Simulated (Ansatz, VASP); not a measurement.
## Two plane-wave programs on AlMoW3

```
Al Mo W
1.0
     3.21602    0.01812   -0.32881
     0.03240    6.42993    0.64801
    -0.82377    0.83685    7.83515
Al Mo W
2 2 6
Direct
  0.49997 0.25002 0.38433
  0.49996 0.75001 0.38431
  0.69511 0.15250 0.77404
  0.69514 0.65249 0.77410
  0.30453 0.34768 0.99391
  0.30453 0.84772 0.99392
  0.89830 0.55082 0.18112
  0.89830 0.05083 0.18110
  0.10208 0.94896 0.58845
  0.10208 0.44897 0.58845
```

Change from the starting cell: cell x2, atoms moved at random (sigma 0.05 Å) and cell strained at random (1.5 %), then relaxed without symmetry.

Alike in both runs: functional PBE; k mesh 6 × 4 × 4; occupations gaussian, width 0.2 eV; no spin polarisation.

Ansatz relaxed the structure, and its values are those at the end. VASP's run is a single point on that final structure, the one shown.

```csv
,VASP,Ansatz
version,VASP 6.6.1,Ansatz 0.2.0
potentials or method,"VASP PAW PBE potentials, release 64 (Al, Mo_sv, W_sv), cutoff 520 eV","scalar-relativistic, plane waves, PAW"
valence electrons in the cell,118,118
```

```tsv
	VASP	Ansatz	Ansatz less VASP
gap on the k mesh at the Fermi level (eV)	none	none	-
pressure (GPa)	0.3	0.0	-0.37
rms of the force components (eV/Å)	0.012	0.004	-0.0080
```

A gap of «none» marks a metal or a gap that the smearing closes. The functional is the same, so the differences come from potentials, cutoffs and numerics.

Neither program's run includes spin-orbit coupling.
